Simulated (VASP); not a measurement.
# Se (P1) in VASP: relaxation of cell and atoms with PBE

Aim: the relaxation of cell and atoms of Se with PBE.

Program: VASP 6.6.1. These are calculated values, not measurements. Logs are shortened: lines on timing, memory, paths and dates and some standing lists are left out, and cuts for length are marked.

## (1) The cell of the first run

The typed cell holds 6 atoms: a = 2.717 Å, b = 5.378 Å, c = 10.851 Å, α = 89.90°, β = 89.36°, γ = 87.65°.

## (2) Relaxation of cell and atoms, PBE

Contents of INCAR:

```
  PREC = Accurate
  ENCUT = 600
  EDIFF = 1E-6
  ISMEAR = 0
  SIGMA = 0.2
  LREAL = F
  LASPH = T
  NELM = 100
  ALGO = Normal
  ISIF = 3
  LWAVE = F
  LCHARG = F
  GGA = PE
  IBRION = 2
  NSW = 80
  EDIFFG = -0.025
```

Contents of KPOINTS:

```
Automatic mesh
0
Gamma
  8 4 2
```

Contents of POSCAR:

```
Se
1.0
   -0.0149089880     -0.0547354070     -2.7167020305
   -0.0042929023     -5.3771564848     -0.1117985788
  -10.8504641944     -0.0085858046     -0.0609040385
Se
6
Direct
    0.0095104848      1.0167156962      0.5052137284
   -0.0268101242     -0.0047076136     -0.0053703166
   -0.0178700796      0.5030848703      1.0042008539
    1.0008646177      0.4844150862      0.4890802144
    1.0075637287      1.0159717331      0.7598186009
    1.0267413727      0.9845202277      0.2470569189
```

Potentials or basis: VASP PAW PBE potentials, release 64 (Se).

Command:

```
cat potpaw_PBE.64/Se/POTCAR > POTCAR
mpirun -np 1 vasp_std > vasp.out
```

OUTCAR:

```text
PREC = Accurate
   ENCUT = 600
   EDIFF = 1E-6
   ISMEAR = 0
   LREAL = F
   LASPH = T
   NELM = 100
   ISIF = 3
   GGA = PE
   IBRION = 2
   NSW = 80
   EDIFFG = -0.025

 ion  position               nearest neighbor table
   1  0.010  0.017  0.505-   4 2.52   5 2.76
   2  0.973  0.995  0.995-   5 2.55   3 2.65   3 2.73   6 2.74
   3  0.982  0.503  0.004-   2 2.65   2 2.73
   4  0.001  0.484  0.489-   1 2.52
   5  0.008  0.016  0.760-   2 2.55   1 2.76
   6  0.027  0.985  0.247-   2 2.74

  LATTYP: Found a triclinic cell.
 ALAT       =     2.7172942728
 B/A-ratio  =     1.9792925449
 C/A-ratio  =     3.9931775614
 COS(alpha) =     0.0017059499
 COS(beta)  =     0.0111142760
 COS(gamma) =     0.0409257340

  Lattice vectors:

 A1 = (  -0.0149089880,  -0.0547354070,  -2.7167020305)
 A2 = (  -0.0042929023,  -5.3771564848,  -0.1117985788)
 A3 = ( -10.8504641944,  -0.0085858046,  -0.0609040385)

Analysis of symmetry for initial positions (statically):
=====================================================================
 Subroutine PRICEL returns:
 Original cell was already a primitive cell.

 Routine SETGRP: Setting up the symmetry group for a
 triclinic supercell.

 Subroutine GETGRP returns: Found  1 space group operations
 (whereof  1 operations were pure point group operations)
 out of a pool of  2 trial point group operations.

The static configuration has the point symmetry C_1 .

Analysis of symmetry for dynamics (positions and initial velocities):
=====================================================================
 Subroutine PRICEL returns:
 Original cell was already a primitive cell.

 Routine SETGRP: Setting up the symmetry group for a
 triclinic supercell.

 Subroutine GETGRP returns: Found  1 space group operations
 (whereof  1 operations were pure point group operations)
 out of a pool of  2 trial point group operations.

The dynamic configuration has the point symmetry C_1 .

 Subroutine INISYM returns: Found  1 space group operations
 (whereof  1 operations are pure point group operations),
 and found     1 'primitive' translations

----------------------------------------------------------------------------------------

                                     Primitive cell

  volume of cell :     158.4337

  direct lattice vectors                    reciprocal lattice vectors
    -0.014908988 -0.054735407 -2.716702031     0.002060993  0.007654971 -0.368258909
    -0.004292902 -5.377156485 -0.111798579     0.000126182 -0.186049921  0.003747793
   -10.850464194 -0.008585805 -0.060904039    -0.092164837  0.000063091  0.000504520

  length of vectors
     2.717294273  5.378320297 10.850638518     0.368344228  0.186087708  0.092166240

  position of ions in fractional coordinates (direct lattice)
     0.009510485  0.016715696  0.505213728
     0.973189876  0.995292386  0.994629683
     0.982129920  0.503084870  0.004200854
     0.000864618  0.484415086  0.489080214
     0.007563729  0.015971733  0.759818601
     0.026741373  0.984520228  0.247056919

  ion indices of the primitive-cell ions
   primitive index   ion index
                 1           1
                 2           2
                 3           3
                 4           4
                 5           5
                 6           6

----------------------------------------------------------------------------------------

 KPOINTS: Automatic mesh

Automatic generation of k-mesh.
 Grid dimensions read from file:
 generate k-points for:    8    4    2

 Generating k-lattice:

  Cartesian coordinates                     Fractional coordinates (reciprocal lattice)
     0.000257624  0.000956871 -0.046032364     0.125000000  0.000000000  0.000000000
     0.000031545 -0.046512480  0.000936948    -0.000000000  0.250000000 -0.000000000
    -0.046082419  0.000031545  0.000252260     0.000000000  0.000000000  0.500000000

  Length of vectors
     0.046043028  0.046521927  0.046083120

  Shift w.r.t. Gamma in fractional coordinates (k-lattice)
     0.000000000  0.000000000  0.000000000

 Subroutine IBZKPT returns following result:
 ===========================================

 Found     36 irreducible k-points:

 Following reciprocal coordinates:
            Coordinates               Weight
  0.000000  0.000000  0.000000      1.000000
  0.125000 -0.000000 -0.000000      2.000000
  0.250000 -0.000000 -0.000000      2.000000
  0.375000 -0.000000 -0.000000      2.000000
  0.500000 -0.000000 -0.000000      1.000000
  0.000000  0.250000 -0.000000      2.000000
[... 16 lines left out ...]
  0.500000 -0.000000  0.500000      1.000000
  0.000000  0.250000  0.500000      2.000000
 [... further k-points ...]
   k-points           NKPTS =     36   k-points in BZ     NKDIM =     36   number of bands    NBANDS=     22
   number of dos      NEDOS =    301   number of ions     NIONS =      6
   total plane-waves  NPLWV = 103680
   dimension x,y,z NGX =    24 NGY =   48 NGZ =   90
   dimension x,y,z NGXF=    48 NGYF=   96 NGZF=  180
   ions per type =               6
   NGX,Y,Z   is equivalent  to a cutoff of  14.68, 14.84, 13.79 a.u.
   NGXF,Y,Z  is equivalent  to a cutoff of  29.37, 29.67, 27.58 a.u.
 SYSTEM =  unknown system
   PREC   = accura    normal or accurate (medium, high low for compatibility)
   ISTART =      0    job   : 0-new  1-cont  2-samecut
   ICHARG =      2    charge: 1-file 2-atom 10-const
   ISPIN  =      1    spin polarized calculation?
   LNONCOLLINEAR =      F non collinear calculations
   LSORBIT =      F    spin-orbit coupling
   LASPH  =      T    aspherical Exc in radial PAW
   ENCUT  =  600.0 eV  44.10 Ry    6.64 a.u.   5.43 10.74 21.67*2*pi/ulx,y,z
   NELM   =    100;   NELMIN=  2; NELMDL= -5     # of ELM steps
   EDIFF  = 0.1E-05   stopping-criterion for ELM
   LREAL  =      F    real-space projection
   EDIFFG = -.3E-01   stopping-criterion for IOM
   NSW    =     80    number of steps for IOM
   IBRION =      2    ionic relax: 0-MD 1-quasi-New 2-CG
   NFREE  =      1    steps in history (QN), initial steepest desc. (CG)
   ISIF   =      3    stress and relaxation
   ISYM   =      2    0-nonsym 1-usesym 2-fastsym
   POTIM  = 0.5000    time-step for ionic-motion
   TEBEG  =    0.0;   TEEND  =   0.0 temperature during run
   PSTRESS=    0.0 pullay stress
   NELECT =      36.0000    total number of electrons
   NUPDOWN=      -1.0000    fix difference up-down
   EMIN   =  10.00;   EMAX   =-10.00  energy-range for DOS
   EFERMI =   0.00;   METHOD = LEGACY
   ISMEAR =     0;   SIGMA  =   0.20  broadening in eV -4-tet -1-fermi 0-gaus
   EFERMI_NEDOS =   21; number of points for ismear=-14 and -15
   IALGO  =     38    algorithm
   IMIX   =      4    mixing-type and parameters
     AMIX     =   0.40;   BMIX     =  1.00
     AMIX_MAG =   1.60;   BMIX_MAG =  1.00
  volume/ion in A,a.u.               =      26.41       178.19
  Fermi-wavevector in a.u.,A,eV,Ry     =   0.998987  1.887812 13.578275  0.997975
  Thomas-Fermi vector in A             =   2.131247
   LORBIT       =      0    0 simple, 1 ext, 2 COOP (PROOUT), +10 PAW based schemes
   GGA     = PE    functional components
   LHFCALC =     F    Hartree Fock is set to
   AEXX    =    0.0000 exact exchange contribution
   IVDW    =     0    specifies the selected vdW correction
   LEPSILON=     F    determine dielectric tensor
   LRPA    =     F    only Hartree local field effects (RPA)
 conjugate gradient relaxation of ions
 non-spin polarized calculation
 Gauss-broadening in eV      SIGMA  =   0.20
  energy-cutoff  :      600.00
  volume of cell :      158.43
 maximum number of plane-waves:      5322
 NGX is ok and might be reduce to    24
   NGX = 11   NGY = 21   NGZ = 43

--------------------------------------- Ionic step        1  -------------------------------------------

 number of electron      36.0000002 magnetization

 Free energy of the ion-electron system (eV)
  ---------------------------------------------------
  ext. energy  EPLUGINS =         0.00000000
  ---------------------------------------------------
  free energy    TOTEN  =       -19.59927403 eV

  energy without entropy =      -19.53854274  energy(sigma->0) =      -19.56890839

------------------------ aborting loop because EDIFF is reached ----------------------------------------

  FORCE on cell =-STRESS in cart. coord.  units (eV):
  Direction    XX          YY          ZZ          XY          YZ          ZX
  --------------------------------------------------------------------------------------
  -------------------------------------------------------------------------------------
  Total        1.7463176      3.0189732     -0.0643949     -0.1362675     -0.5031076     -0.1355417
  in kB       17.6598232     30.5296889     -0.6512000     -1.3780192     -5.0877293     -1.3706798
  external PRESSURE =      15.8461040 kB  Pullay stress =       0.0000000 kB
[... 101 lines left out ...]
  FREE ENERGIE OF THE ION-ELECTRON SYSTEM (eV)
  ---------------------------------------------------
  free  energy   TOTEN  =       -19.6862585838 eV

  energy  without entropy=      -19.6353816795  energy(sigma->0) =      -19.66082013

[... ionic steps 4 to 28 ...]

--------------------------------------- Ionic step       29  -------------------------------------------

 number of electron      35.9999998 magnetization

------------------------ aborting loop because EDIFF is reached ----------------------------------------

  FORCE on cell =-STRESS in cart. coord.  units (eV):
  Direction    XX          YY          ZZ          XY          YZ          ZX
  --------------------------------------------------------------------------------------
  -------------------------------------------------------------------------------------
  Total        0.0699398     -0.0337204      0.0483429      0.0113705      0.0067838      0.0052389
  in kB        0.6922120     -0.3337392      0.4784618      0.1125369      0.0671410      0.0518504
  external PRESSURE =       0.2789782 kB  Pullay stress =       0.0000000 kB
[... 65 lines left out ...]
  energy  without entropy=      -19.7036121695  energy(sigma->0) =      -19.72830794

--------------------------------------- Ionic step       31  -------------------------------------------

 number of electron      35.9999998 magnetization

 Free energy of the ion-electron system (eV)
  ---------------------------------------------------
  ext. energy  EPLUGINS =         0.00000000
  ---------------------------------------------------
  free energy    TOTEN  =       -19.75322547 eV

  energy without entropy =      -19.70376484  energy(sigma->0) =      -19.72849515

 E-fermi :   2.5682     XC(G=0):  -8.8378

 val. band max:        2.5284670083   @ k =   0.5000  -0.0000   0.5000
 cond. band min:       2.5780792106   @ k =   0.5000  -0.0000   0.5000
 fundamental gap:      0.0496122023
 Fermi energy:         2.5682192508

 k-point     1 :       0.0000    0.0000    0.0000
  band No.  band energies     occupation
      1     -13.2663      2.00000
      2     -12.9168      2.00000
      3     -11.2509      2.00000
      4     -10.8073      2.00000
      5     -10.1569      2.00000
      6      -9.6934      2.00000
[... 574 lines left out ...]
      6     -10.3837      2.00000
[... 14 lines left out ...]
     21       6.9508      0.00000
     22       6.9539      0.00000

 [... further k-points ...]
[... 5 lines left out ...]
  --------------------------------------------------------------------------------------
  -------------------------------------------------------------------------------------
  Total       -0.0628828      0.0325740     -0.0745628      0.0103052      0.0138291      0.0070075
  in kB       -0.6217948      0.3220970     -0.7372882      0.1018997      0.1367439      0.0692912
  external PRESSURE =      -0.3456620 kB  Pullay stress =       0.0000000 kB
[... 21 lines left out ...]
  FREE ENERGIE OF THE ION-ELECTRON SYSTEM (eV)
  ---------------------------------------------------
  free  energy   TOTEN  =       -19.7532254666 eV

  energy  without entropy=      -19.7037648357  energy(sigma->0) =      -19.72849515

 reached required accuracy - stopping structural energy minimisation
```

It took 30 min on 1 thread of Intel Xeon 6975P-C (Granite Rapids), shared host; peak memory 0.38 GiB.

What came out:

| Item | Value |
| --- | --- |
| Free energy | -19.7532 eV |
| Relaxed volume | 27.00 Å³/atom |
| Relaxed cell | a = 2.718 Å, b = 5.463 Å, c = 10.911 Å, α = 90.28°, β = 90.04°, γ = 90.06° |
| Space group after relaxing (to 0.05 Å) | Pm (No. 6) |
| Energy gained by relaxing | 25.7 meV/atom |
| Ionic steps | 31 |
| Pressure after relaxing | 0.0 GPa |
| Largest force after relaxing | 0.025 eV/Å |

Forces on the atoms (eV/Å):
```
Se  -0.001 -0.023  0.009
Se  -0.009  0.020 -0.011
Se   0.001 -0.005  0.019
Se   0.010  0.014  0.002
Se  -0.009 -0.016 -0.002
Se   0.008  0.010 -0.016
```

Stress tensor (GPa, compression positive):
```
-0.06  0.01  0.01
 0.01  0.03  0.01
 0.01  0.01 -0.07
```

Step by step:
| step | energy change (eV) | largest force (eV/Å) | pressure (GPa) | volume (Å³) |
| --- | --- | --- | --- | --- |
| 1 | 0.0000 | 0.6482 | 1.58 | 158.43 |
| 2 | -0.0869 | 0.3374 | -0.46 | 164.47 |
| 3 | -0.0870 | 0.3287 | -0.52 | 164.69 |
| 4 | -0.1155 | 0.2094 | -0.42 | 163.77 |
| 5 | -0.1371 | 0.1385 | -0.09 | 162.04 |
| 6 | -0.1390 | 0.1244 | 0.56 | 160.82 |
| 7 | -0.1427 | 0.1098 | 0.25 | 161.36 |
| 8 | -0.1455 | 0.0792 | -0.09 | 162.37 |
| 9 | -0.1456 | 0.0708 | -0.18 | 162.67 |
| 10 | -0.1477 | 0.0496 | -0.09 | 162.29 |
| 11 | -0.1483 | 0.0483 | 0.00 | 161.98 |
| 12 | -0.1490 | 0.0428 | 0.06 | 161.90 |
| 13 | -0.1492 | 0.0406 | 0.10 | 161.84 |
| 14 | -0.1495 | 0.0395 | 0.08 | 161.89 |
| 15 | -0.1502 | 0.0363 | 0.01 | 162.04 |
| 16 | -0.1504 | 0.0481 | -0.12 | 162.33 |
| 17 | -0.1505 | 0.0411 | -0.07 | 162.23 |
| 18 | -0.1508 | 0.0397 | -0.05 | 162.15 |
| 19 | -0.1512 | 0.0387 | 0.03 | 161.90 |
| 20 | -0.1515 | 0.0342 | 0.03 | 161.91 |
| 21 | -0.1522 | 0.0369 | 0.03 | 161.94 |
| 22 | -0.1516 | 0.0560 | 0.03 | 162.00 |
| 23 | -0.1523 | 0.0389 | 0.03 | 161.96 |
| 24 | -0.1525 | 0.0355 | -0.05 | 162.11 |
| 25 | -0.1525 | 0.0352 | -0.05 | 162.11 |
| 26 | -0.1529 | 0.0292 | -0.02 | 162.02 |
| 27 | -0.1532 | 0.0306 | 0.02 | 161.88 |
| 28 | -0.1532 | 0.0312 | 0.05 | 161.81 |
| 29 | -0.1536 | 0.0277 | 0.03 | 161.88 |
| 30 | -0.1537 | 0.0274 | 0.01 | 161.96 |
| 31 | -0.1540 | 0.0250 | -0.03 | 162.03 |

Final structure:
```
CELL_PARAMETERS angstrom
0.00100 0.00134 -2.71840
0.01348 -5.46274 0.00272
-10.91126 0.02690 0.00266
ATOMIC_POSITIONS crystal
Se 0.00068 0.00523 0.50230
Se 0.99904 0.99812 0.00240
Se 0.00415 0.49778 0.99544
Se 0.00070 0.50547 0.49555
Se 0.00020 0.02538 0.75206
Se 0.99523 0.96802 0.25225
```

Levels at points of the mesh, in eV from the Fermi level:
| k point | band 15 | band 16 | band 17 | band 18 | band 19 | band 20 | band 21 | band 22 |
| --- | --- | --- | --- | --- | --- | --- | --- | --- |
| (0.00, 0.00, 0.00) | -1.37 | 2.62 | 2.78 | 2.86 | 2.89 | 2.99 | 4.28 | 4.48 |
| (0.50, 0.00, 0.00) | -3.85 | -1.15 | -0.17 | -0.12 | 0.10 | 0.30 | 0.76 | 3.87 |
| (0.00, 0.50, 0.00) | -1.99 | -1.57 | -0.97 | 2.86 | 2.86 | 3.20 | 4.25 | 4.30 |
| (0.50, 0.50, 0.00) | -1.11 | -0.74 | -0.68 | -0.49 | -0.16 | -0.14 | 0.29 | 0.60 |
| (0.00, 0.00, 0.50) | 0.78 | 0.82 | 2.72 | 2.73 | 2.89 | 2.89 | 4.41 | 4.41 |
| (0.50, 0.00, 0.50) | -3.19 | -3.17 | -0.04 | 0.01 | 0.29 | 0.33 | 2.74 | 2.78 |
| (0.00, 0.50, 0.50) | -1.22 | -1.21 | 0.75 | 0.78 | 3.00 | 3.01 | 4.29 | 4.29 |
| (0.50, 0.50, 0.50) | -1.12 | -1.12 | -0.48 | -0.47 | -0.13 | -0.13 | 0.85 | 0.86 |

Caveat: the bands computed are all filled at some k points, so no gap is given.
